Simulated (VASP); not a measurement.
Crystal: Rb.

```
CELL_PARAMETERS angstrom
-2.80000 2.80000 2.80000
2.80000 -2.80000 2.80000
2.80000 2.80000 -2.80000
ATOMIC_POSITIONS crystal
Rb 0.00000 0.00000 0.00000
```

| Item | Value |
| --- | --- |
| Program | VASP 6.6.1 |
| Task | relaxation of cell and atoms |
| Functional | r2SCAN |
| Potentials or basis | VASP PAW PBE potentials, release 64 (Rb_sv) |
| Cutoff | 550 eV |
| k mesh | 6 × 6 × 6 |
| Occupations | gaussian, width 0.05 eV |
| Spin | no spin polarisation |

At the start: pressure 0.3 GPa; volume 87.81 Å³/atom.

Task: Where does the relaxation end?

Result: Over 3 steps the energy falls by 5.9 meV/atom and the volume is 95.21 Å³/atom (+8.4 %); space group Im-3m (No. 229, to 0.1 Å) before and after.

Step by step:
| step | energy change (eV) | largest force (eV/Å) | pressure (GPa) | volume (Å³) |
| --- | --- | --- | --- | --- |
| 1 | 0.0000 | 0.0000 | 0.26 | 87.81 |
| 2 | -0.0026 | 0.0000 | 0.19 | 89.63 |
| 3 | -0.0059 | 0.0000 | 0.01 | 95.21 |

Final structure:
```yaml
crystal:
  lattice:
    - [-2.87654, 2.87654, 2.87654]
    - [2.87654, -2.87654, 2.87654]
    - [2.87654, 2.87654, -2.87654]
  atoms:
    - { symbol: Rb, position: [0.00000, 0.00000, 0.00000] }
```

Caveat: the PAW data sets were made with another functional, which shifts forces and pressure a little.
